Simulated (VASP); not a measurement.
# ZrSi2 (Cmcm) in VASP: settings compared

ZrSi2 is run at these levels: revPBE, PBE+D4; tasks: relaxation of shape and atoms at fixed volume.

Program: VASP 6.6.1. These are calculated values, not measurements. Logs are shortened: lines on timing, memory, paths and dates and some standing lists are left out, and cuts for length are marked.

## (1) The cell of the first run

The structure is orthorhombic, space group Cmcm (No. 63). The conventional cell has a = 3.716 Å, b = 14.692 Å, c = 3.673 Å, α = 90.00°, β = 90.00°, γ = 90.00°. Within 3.8 Å of Zr (site symmetry m2m) lie 10 Si at 2.72 to 2.98 Å and 6 Zr at 3.58 to 3.72 Å. Si (site symmetry m2m) has 2 Si at 2.42 Å and 6 Zr at 2.72 to 2.98 Å within 3.2 Å. Within 3.5 Å of Si (site symmetry m2m) lie 8 Si at 2.61 to 3.43 Å and 4 Zr at 2.82 to 2.83 Å.

## (2) Relaxation of shape and atoms at fixed volume, revPBE

The input, INCAR:

```
SYSTEM = ZrSi2
ALGO = Normal
EDIFF = 1E-6
EDIFFG = -0.02
ENCUT = 600
GGA = RE
IBRION = 2
ISIF = 4
ISMEAR = 0
LASPH = .True.
LCHARG = .False.
LREAL = .False.
LWAVE = .False.
NELM = 60
NSW = 60
PREC = Accurate
SIGMA = 0.05
```

The input, KPOINTS:

```
k-points
0
Gamma
  6 6 6
  0 0 0
```

The input, POSCAR:

```
ZrSi2
1.0
    1.8581510001     -7.3459593984      0.0000000000
    1.8581510001      7.3459593984      0.0000000000
    0.0000000000      0.0000000000      3.6725538926
Zr Si
2 4
Direct
    0.6046286350      0.3953713650      0.2500000000
    0.3953713650      0.6046286350      0.7500000000
    0.9462977221      0.0537022779      0.2500000000
    0.0537022779      0.9462977221      0.7500000000
    0.2499904891      0.7500095109      0.2500000000
    0.7500095109      0.2499904891      0.7500000000
```

Potentials or basis: VASP PAW PBE potentials, release 64 (Zr_sv, Si).

Run with:

```console
$ cat potpaw_PBE.64/Zr_sv/POTCAR potpaw_PBE.64/Si/POTCAR > POTCAR
$ mpirun -np 1 vasp_std > vasp.out
```

OUTCAR:

```text
SYSTEM = ZrSi2
   EDIFF = 1E-6
   EDIFFG = -0.02
   ENCUT = 600
   GGA = RE
   IBRION = 2
   ISIF = 4
   ISMEAR = 0
   LASPH = .True.
   LREAL = .False.
   NELM = 60
   NSW = 60
   PREC = Accurate

 ion  position               nearest neighbor table
   1  0.605  0.395  0.250-   4 2.72   4 2.72   4 2.72   4 2.72   6 2.82   6 2.82   5 2.83   5 2.83
                             3 2.98   3 2.98   2 3.58   2 3.58
   2  0.395  0.605  0.750-   3 2.72   3 2.72   3 2.72   3 2.72   5 2.82   5 2.82   6 2.83   6 2.83
                             4 2.98   4 2.98   1 3.58   1 3.58
   3  0.946  0.054  0.250-   4 2.42   4 2.42   2 2.72   2 2.72   2 2.72   2 2.72   1 2.98   1 2.98

   4  0.054  0.946  0.750-   3 2.42   3 2.42   1 2.72   1 2.72   1 2.72   1 2.72   2 2.98   2 2.98

   5  0.250  0.750  0.250-   6 2.61   6 2.61   6 2.61   6 2.61   2 2.82   2 2.82   1 2.83   1 2.83

   6  0.750  0.250  0.750-   5 2.61   5 2.61   5 2.61   5 2.61   1 2.82   1 2.82   2 2.83   2 2.83

  LATTYP: Found a base centered orthorhombic cell.
 ALAT       =     3.7163020002
 B/A-ratio  =     3.9533705269
 C/A-ratio  =     0.9882280537

  Lattice vectors:

 A1 = (   1.8581510001,  -7.3459593984,   0.0000000000)
 A2 = (   1.8581510001,   7.3459593984,   0.0000000000)
 A3 = (   0.0000000000,   0.0000000000,   3.6725538926)

Analysis of symmetry for initial positions (statically):
=====================================================================
 Subroutine PRICEL returns:
 Original cell was already a primitive cell.

 Routine SETGRP: Setting up the symmetry group for a
 base centered orthorhombic supercell.

 Subroutine GETGRP returns: Found  8 space group operations
 (whereof  4 operations were pure point group operations)
 out of a pool of  8 trial point group operations.

The static configuration has the point symmetry C_2h.
 The point group associated with its full space group is D_2h.

Analysis of symmetry for dynamics (positions and initial velocities):
=====================================================================
 Subroutine PRICEL returns:
 Original cell was already a primitive cell.

 Routine SETGRP: Setting up the symmetry group for a
 base centered orthorhombic supercell.

 Subroutine GETGRP returns: Found  8 space group operations
 (whereof  4 operations were pure point group operations)
 out of a pool of  8 trial point group operations.

The dynamic configuration has the point symmetry C_2h.
 The point group associated with its full space group is D_2h.

 Subroutine INISYM returns: Found  8 space group operations
 (whereof  4 operations are pure point group operations),
 and found     1 'primitive' translations

----------------------------------------------------------------------------------------

                                     Primitive cell

  volume of cell :     100.2600

  direct lattice vectors                    reciprocal lattice vectors
     1.858151000 -7.345959398  0.000000000     0.269084698 -0.068064629  0.000000000
     1.858151000  7.345959398  0.000000000     0.269084698  0.068064629  0.000000000
     0.000000000  0.000000000  3.672553893     0.000000000  0.000000000  0.272290082

  length of vectors
     7.577324371  7.577324371  3.672553893     0.277559666  0.277559666  0.272290082

  position of ions in fractional coordinates (direct lattice)
     0.604628635  0.395371365  0.250000000
     0.395371365  0.604628635  0.750000000
     0.946297722  0.053702278  0.250000000
     0.053702278  0.946297722  0.750000000
     0.249990489  0.750009511  0.250000000
     0.750009511  0.249990489  0.750000000

  ion indices of the primitive-cell ions
   primitive index   ion index
                 1           1
                 2           2
                 3           3
                 4           4
                 5           5
                 6           6

----------------------------------------------------------------------------------------

 KPOINTS: k-points

Automatic generation of k-mesh.
 Grid dimensions read from file:
 generate k-points for:    6    6    6

 Generating k-lattice:

  Cartesian coordinates                     Fractional coordinates (reciprocal lattice)
     0.044847450 -0.011344105  0.000000000     0.166666667 -0.000000000  0.000000000
     0.044847450  0.011344105  0.000000000    -0.000000000  0.166666667  0.000000000
     0.000000000  0.000000000  0.045381680     0.000000000  0.000000000  0.166666667

  Length of vectors
     0.046259944  0.046259944  0.045381680

  Shift w.r.t. Gamma in fractional coordinates (k-lattice)
     0.000000000  0.000000000  0.000000000

 Subroutine IBZKPT returns following result:
 ===========================================

 Found     52 irreducible k-points:

 Following reciprocal coordinates:
            Coordinates               Weight
  0.000000  0.000000  0.000000      1.000000
  0.166667  0.000000  0.000000      4.000000
  0.333333  0.000000  0.000000      4.000000
[... 84 lines left out ...]
      1     -38.6819      2.00000
      2     -38.6683      2.00000
      3     -16.9191      2.00000
      4     -16.7796      2.00000
      5     -16.7555      2.00000
      6     -16.7460      2.00000
[... 16 lines left out ...]
     23      11.5663      0.00000
     24      11.6785      0.00000

 k-point     2 :       0.1667    0.0000    0.0000
  band No.  band energies     occupation
      1     -38.6796      2.00000
      2     -38.6662      2.00000
      3     -16.9100      2.00000
      4     -16.8257      2.00000
      5     -16.7967      2.00000
      6     -16.7433      2.00000
[... 16 lines left out ...]
     23      11.4108      0.00000
     24      11.6890      0.00000

 k-point     3 :       0.3333    0.0000    0.0000
  band No.  band energies     occupation
      1     -38.6751      2.00000
      2     -38.6620      2.00000
      3     -16.9182      2.00000
      4     -16.8904      2.00000
      5     -16.8774      2.00000
      6     -16.7381      2.00000
[... 16 lines left out ...]
     23      11.2836      0.00000
     24      11.8620      0.00000

 k-point     4 :       0.5000    0.0000    0.0000
  band No.  band energies     occupation
      1     -38.6728      2.00000
      2     -38.6599      2.00000
      3     -16.9621      2.00000
      4     -16.9184      2.00000
      5     -16.8808      2.00000
      6     -16.7356      2.00000
[... 16 lines left out ...]
     23      11.0690      0.00000
     24      12.2066      0.00000

 k-point     5 :       0.1667    0.1667    0.0000
  band No.  band energies     occupation
      1     -38.6751      2.00000
      2     -38.6620      2.00000
      3     -16.9176      2.00000
      4     -16.8922      2.00000
      5     -16.8782      2.00000
      6     -16.7361      2.00000
[... 16 lines left out ...]
     23      11.2146      0.00000
     24      11.7752      0.00000

 k-point     6 :       0.3333    0.1667    0.0000
  band No.  band energies     occupation
      1     -38.6728      2.00000
      2     -38.6599      2.00000
      3     -16.9622      2.00000
      4     -16.9182      2.00000
      5     -16.8810      2.00000
      6     -16.7356      2.00000
[... 16 lines left out ...]
     23      11.1680      0.00000
     24      11.8652      0.00000
[... 379 lines left out ...]
 k-point    21 :      -0.3333    0.1667    0.1667
  band No.  band energies     occupation
      1     -38.6762      2.00000
      2     -38.6648      2.00000
      3     -16.8933      2.00000
      4     -16.8187      2.00000
      5     -16.7930      2.00000
      6     -16.7831      2.00000
[... 16 lines left out ...]
     23      11.7789      0.00000
     24      12.4083      0.00000

 k-point    22 :      -0.1667    0.1667    0.1667
  band No.  band energies     occupation
      1     -38.6785      2.00000
      2     -38.6668      2.00000
      3     -16.9031      2.00000
      4     -16.7862      2.00000
      5     -16.7737      2.00000
      6     -16.7522      2.00000
[... 16 lines left out ...]
     23      11.3881      0.00000
     24      12.1143      0.00000

 k-point    23 :       0.3333    0.3333    0.1667
  band No.  band energies     occupation
      1     -38.6718      2.00000
      2     -38.6606      2.00000
      3     -16.9103      2.00000
      4     -16.8734      2.00000
      5     -16.8723      2.00000
      6     -16.7755      2.00000
[... 16 lines left out ...]
     23      11.3896      0.00000
     24      12.1574      0.00000

 k-point    24 :       0.5000    0.3333    0.1667
  band No.  band energies     occupation
      1     -38.6761      2.00000
      2     -38.6649      2.00000
      3     -16.8888      2.00000
      4     -16.8186      2.00000
      5     -16.7936      2.00000
      6     -16.7863      2.00000
[... 16 lines left out ...]
     23      11.7783      0.00000
     24      12.2784      0.00000

 [... further k-points ...]
[... 5 lines left out ...]
  --------------------------------------------------------------------------------------
  -------------------------------------------------------------------------------------
  Total        1.3655573      1.3165527      1.3051161      0.0000000      0.0000000      0.0000000
  in kB       21.8219120     21.0388075     20.8560490      0.0000000      0.0000000      0.0000000
  external PRESSURE =      21.2389228 kB  Pullay stress =       0.0000000 kB

 VOLUME and BASIS-vectors are now :
 -----------------------------------------------------------------------------
  energy-cutoff  :      600.00
  volume of cell :      100.26
      direct lattice vectors                 reciprocal lattice vectors
     1.858151000 -7.345959398  0.000000000     0.269084698 -0.068064629  0.000000000
     1.858151000  7.345959398  0.000000000     0.269084698  0.068064629  0.000000000
     0.000000000  0.000000000  3.672553893     0.000000000  0.000000000  0.272290082

 POSITION                                       TOTAL-FORCE (eV/Angst)
 -----------------------------------------------------------------------------------
      1.85815     -1.53720      0.91814         0.000000     -0.010706      0.000000
      1.85815      1.53720      2.75442         0.000000      0.010706      0.000000
      1.85815     -6.55697      0.91814         0.000000     -0.009951     -0.000000
      1.85815      6.55697      2.75442         0.000000      0.009951     -0.000000
      1.85815      3.67312      0.91814         0.000000     -0.003696      0.000000
      1.85815     -3.67312      2.75442         0.000000      0.003696      0.000000
 -----------------------------------------------------------------------------------
    total drift:                               -0.000000     -0.000000     -0.000000

  FREE ENERGIE OF THE ION-ELECTRON SYSTEM (eV)
  ---------------------------------------------------
  free  energy   TOTEN  =       -41.0379803938 eV

  energy  without entropy=      -41.0361520120  energy(sigma->0) =      -41.03706620

 reached required accuracy - stopping structural energy minimisation
```

Run time: 12 min. Hardware: 1 thread of Intel Xeon 8259CL, shared host; peak memory 0.39 GiB.

Results:

| Property | Result |
| --- | --- |
| Free energy | -41.0380 eV |
| Pressure after relaxing | 2.1 GPa |
| Largest force after relaxing | 0.011 eV/Å |
| Band gap on the k mesh | zero (bands 20 and 21 overlap by 0.76 eV) |

Forces on the atoms (eV/Å):
```
Zr   0.000 -0.011  0.000
Zr   0.000  0.011  0.000
Si   0.000 -0.010  0.000
Si   0.000  0.010  0.000
Si   0.000 -0.004  0.000
Si   0.000  0.004  0.000
```

Final structure:
```
CELL_PARAMETERS angstrom
1.85815 -7.34596 0.00000
1.85815 7.34596 0.00000
0.00000 0.00000 3.67255
ATOMIC_POSITIONS crystal
Zr 0.60463 0.39537 0.25000
Zr 0.39537 0.60463 0.75000
Si 0.94630 0.05370 0.25000
Si 0.05370 0.94630 0.75000
Si 0.24999 0.75001 0.25000
Si 0.75001 0.24999 0.75000
```

Caveat: the relaxation stopped at its first step, so nothing moved; the PAW data sets were made with another functional, which shifts forces and pressure a little.

## (3) Relaxation of shape and atoms at fixed volume, PBE+D4

The input, INCAR:

```
SYSTEM = ZrSi2
PREC = Accurate
ENCUT = 600
EDIFF = 1E-6
ISMEAR = 0
SIGMA = 0.05
LREAL = .FALSE.
LASPH = .TRUE.
NELM = 60
ALGO = Normal
ISIF = 4
LWAVE = .FALSE.
LCHARG = .FALSE.
GGA = PE
IVDW = 13
IBRION = 2
NSW = 60
EDIFFG = -0.02
```

The input, KPOINTS:

```
Automatic mesh
0
G
  6 6 6
  0 0 0
```

POSCAR is that of step 2.

Potentials or basis: VASP PAW PBE potentials, release 64 (Zr_sv, Si).

Run with:

```console
$ cat potpaw_PBE.64/Zr_sv/POTCAR potpaw_PBE.64/Si/POTCAR > POTCAR
$ mpirun -np 1 vasp_std > vasp.out
```

Wall time 14 min (1 thread of Intel Xeon 8259CL, shared host); peak memory 0.4 GiB.

It converged, with:

```yaml
Free_energy: -44.8503 eV
Energy_gained_by_relaxing: 0.0 meV/atom
Ionic_steps: 2
Pressure_after_relaxing: -2.6 GPa
Largest_force_after_relaxing: 0.008 eV/Å
Band_gap_on_the_k_mesh: zero (bands 20 and 21 overlap by 0.77 eV)
Dispersion_energy_per_atom: -0.357 eV
```

Forces on the atoms (eV/Å):
```
Zr   0.000 -0.008  0.000
Zr   0.000  0.008  0.000
Si   0.000 -0.007  0.000
Si   0.000  0.007  0.000
Si   0.000 -0.004  0.000
Si   0.000  0.004  0.000
```

Final structure:
```cif
data_structure
_symmetry_space_group_name_H-M 'P 1'
_symmetry_Int_Tables_number 1
_cell_length_a 7.5788
_cell_length_b 7.5788
_cell_length_c 3.6719
_cell_angle_alpha 90.000
_cell_angle_beta 90.000
_cell_angle_gamma 151.616
_cell_volume 100.26
loop_
_atom_site_label
_atom_site_type_symbol
_atom_site_fract_x
_atom_site_fract_y
_atom_site_fract_z
_atom_site_occupancy
Zr1 Zr 0.60470 0.39530 0.25000 1
Zr2 Zr 0.39530 0.60470 0.75000 1
Si1 Si 0.94634 0.05366 0.25000 1
Si2 Si 0.05366 0.94634 0.75000 1
Si3 Si 0.25002 0.74998 0.25000 1
Si4 Si 0.74998 0.25002 0.75000 1
```

Levels at points of the mesh, in eV from the Fermi level:
```tsv
k point	band 16	band 17	band 18	band 19	band 20	band 21	band 22	band 23	band 24
(0.00, 0.00, 0.00)	-2.49	-2.48	-2.45	-2.34	-0.12	1.01	1.39	1.39	1.51
(0.50, 0.00, 0.00)	-2.62	-1.82	-1.54	-0.89	-0.50	-0.47	0.87	0.89	2.05
(0.50, 0.50, 0.00)	-2.74	-2.65	-2.00	-1.50	0.26	0.93	1.08	1.39	1.63
(0.00, 0.00, 0.50)	-2.54	-1.96	-1.96	-0.14	-0.14	0.12	0.12	1.49	1.49
(0.50, 0.00, 0.50)	-3.83	-3.27	-3.27	-2.22	-2.22	2.12	2.12	2.98	2.98
(0.50, 0.50, 0.50)	-3.01	-2.32	-2.32	-0.97	-0.97	0.01	0.01	2.21	2.21
```

## (4) Relaxation of shape and atoms at fixed volume, revPBE (17.01 Å³/atom)

This run uses another cell than the first one, of 17.01 Å³/atom.

The input, INCAR:

```
SYSTEM = ZrSi2
PREC     = Accurate       ! precision mode
ENCUT    = 600            ! plane-wave cutoff, eV
EDIFF    = 1E-6           ! SCF threshold, eV
ISMEAR   = 0              ! smearing method
SIGMA    = 0.05           ! smearing width, eV
LREAL    = .False.        ! projectors in reciprocal space
LASPH    = .True.         ! aspherical terms in the spheres
NELM     = 80             ! most SCF steps
ALGO     = Normal         ! electronic algorithm
ISIF     = 4              ! what is computed and relaxed
LWAVE    = .False.        ! write WAVECAR
LCHARG   = .False.        ! write CHGCAR
GGA      = RE             ! functional
IBRION   = 2              ! ionic algorithm
NSW      = 60             ! ionic steps
EDIFFG   = -0.01          ! ionic threshold
```

The input, KPOINTS:

```
regular mesh
0
Gamma
  6 6 6
  0 0 0
```

The input, POSCAR:

```
ZrSi2
1.0
    1.8684317835     -7.4007722757      0.0000000000
    1.8684317835      7.4007722757      0.0000000000
    0.0000000000      0.0000000000      3.6906023702
Zr Si
2 4
Direct
    0.6048569315      0.3951430685      0.2500000000
    0.3951430685      0.6048569315      0.7500000000
    0.9465537593      0.0534462407      0.2500000000
    0.0534462407      0.9465537593      0.7500000000
    0.2500629242      0.7499370758      0.2500000000
    0.7499370758      0.2500629242      0.7500000000
```

Run with:

```console
$ cat potpaw_PBE.64/Zr_sv/POTCAR potpaw_PBE.64/Si/POTCAR > POTCAR
$ mpirun -np 1 vasp_std > vasp.out
```

It took 12 min on 1 thread of Intel Xeon 8259CL, shared host; peak memory 0.4 GiB.

Results (log left out):

- Free energy: -41.0497 eV
- Energy gained by relaxing: 0.0 meV/atom
- Ionic steps: 2
- Pressure after relaxing: -0.1 GPa
- Largest force after relaxing: 0.010 eV/Å
- Band gap on the k mesh: zero (bands 20 and 21 overlap by 0.76 eV)

Forces in eV/Å, atoms in the order of the input:
```
Zr   0.000 -0.005  0.000
Zr   0.000  0.005  0.000
Si   0.000 -0.010  0.000
Si   0.000  0.010  0.000
Si   0.000  0.004  0.000
Si   0.000 -0.004  0.000
```

Final structure:
```
Zr Si
1.0
     1.86907   -7.40276    0.00000
     1.86907    7.40276    0.00000
     0.00000    0.00000    3.68834
Zr Si
2 4
Direct
  0.60486 0.39514 0.25000
  0.39514 0.60486 0.75000
  0.94662 0.05338 0.25000
  0.05338 0.94662 0.75000
  0.25005 0.74995 0.25000
  0.74995 0.25005 0.75000
```

Levels at points of the mesh, in eV from the Fermi level:
```
           k point  band 16  band 17  band 18  band 19  band 20  band 21  band 22  band 23  band 24
(0.00, 0.00, 0.00)    -2.48    -2.47    -2.38    -2.31    -0.14     1.02     1.38     1.40     1.51
(0.50, 0.00, 0.00)    -2.56    -1.82    -1.48    -0.85    -0.47    -0.44     0.85     0.87     2.03
(0.50, 0.50, 0.00)    -2.66    -2.59    -2.00    -1.47     0.23     0.94     1.07     1.40     1.62
(0.00, 0.00, 0.50)    -2.49    -1.91    -1.91    -0.13    -0.13     0.10     0.10     1.47     1.47
(0.50, 0.00, 0.50)    -3.79    -3.25    -3.25    -2.18    -2.18     2.09     2.09     2.94     2.94
(0.50, 0.50, 0.50)    -2.97    -2.27    -2.27    -0.94    -0.94     0.00     0.00     2.19     2.19
```

Caveat: the PAW data sets were made with another functional, which shifts forces and pressure a little.

## (5) Overview

```csv
level,cell,gap on the mesh (eV),pressure (GPa),largest force (eV/Å)
revPBE,"relaxed from a = 7.577, b = 7.577, c = 3.673 Å, angles 90.0, 90.0, 151.6°, 6 atoms, atomic positions A",none,2.1,0.01
PBE+D4,"relaxed from a = 7.577, b = 7.577, c = 3.673 Å, angles 90.0, 90.0, 151.6°, 6 atoms, atomic positions A",none,-2.6,0.01
revPBE,"relaxed from a = 7.633, b = 7.633, c = 3.691 Å, angles 90.0, 90.0, 151.7°, 6 atoms, atomic positions B",none,-0.1,0.01
```

Alike in all rows: task relaxation of shape and atoms at fixed volume; potentials or basis VASP PAW PBE potentials, release 64 (Zr_sv, Si); no spin polarisation; k mesh 6 × 6 × 6; cutoff (eV) 600; smearing gaussian 0.05 eV.

Caveats: the PAW data sets were made with another functional, which shifts forces and pressure a little (at least some runs); the relaxation stopped at its first step, so nothing moved (at least some runs).

Total energies depend on the potentials used, so only differences within one code and one set of settings carry meaning.
